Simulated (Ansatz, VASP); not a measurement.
**K in VASP and in Ansatz**

The input INCAR:

```
SYSTEM = K
PREC = Accurate ; ENCUT = 520
EDIFF = 1E-6 ; ISMEAR = -1
SIGMA = 0.1 ; LREAL = .FALSE.
LASPH = .TRUE. ; NELM = 80
ALGO = Normal ; ISIF = 2
LWAVE = .FALSE. ; LCHARG = .TRUE.
GGA = PE ; LELF = .TRUE.
LVHAR = .TRUE. ; NBANDS = 10
```

KPOINTS

```
regular mesh
0
G
  14 14 14
  0 0 0
```

The input POSCAR:

```
K
1.0
   -2.6417142217      2.6417142217      2.6417142217
    2.6417142217     -2.6417142217      2.6417142217
    2.6417142217      2.6417142217     -2.6417142217
K
1
Direct
    0.0000000000      0.0000000000      0.0000000000
```

Input for Ansatz:

```yaml
crystal:
  lattice:
    - [-2.6417142217, 2.6417142217, 2.6417142217]
    - [2.6417142217, -2.6417142217, 2.6417142217]
    - [2.6417142217, 2.6417142217, -2.6417142217]
  atoms:
    - { symbol: K, position: [0.0, 0.0, 0.0] }
hamiltonian:
  xc: pbe
  pseudopotentials:
    kind: paw
    azcp:
      K: "pseudopotentials/K.paw.azcp"
basis:
  ecutwfc: 420
  fft_grid_basis: typed
kpoints:
  mp_grid: { grid: [14, 14, 14], shift: [0, 0, 0] }
magnetization:
  spin_polarized: false
scf:
  occupations: { method: fermi_dirac, width: 0.1 }
output:
  stress: true
```

Alike in both runs: task single point; functional PBE; k mesh 14 × 14 × 14; occupations fermi-dirac, width 0.1 eV; no spin polarisation.

|  | VASP | Ansatz |
| --- | --- | --- |
| version | VASP 6.6.1 | Ansatz 0.2.0 |
| potentials or method | VASP PAW PBE potentials, release 64 (K_sv), cutoff 520 eV | plane waves (420 eV) with PAW, scalar-relativistic |
| valence electrons in the cell | 9 | 9 |

|  | VASP | Ansatz | Ansatz less VASP |
| --- | --- | --- | --- |
| pressure (GPa) | 0.0 | 0.0 | +0.01 |

The functional is the same, so the differences come from potentials, cutoffs and numerics.
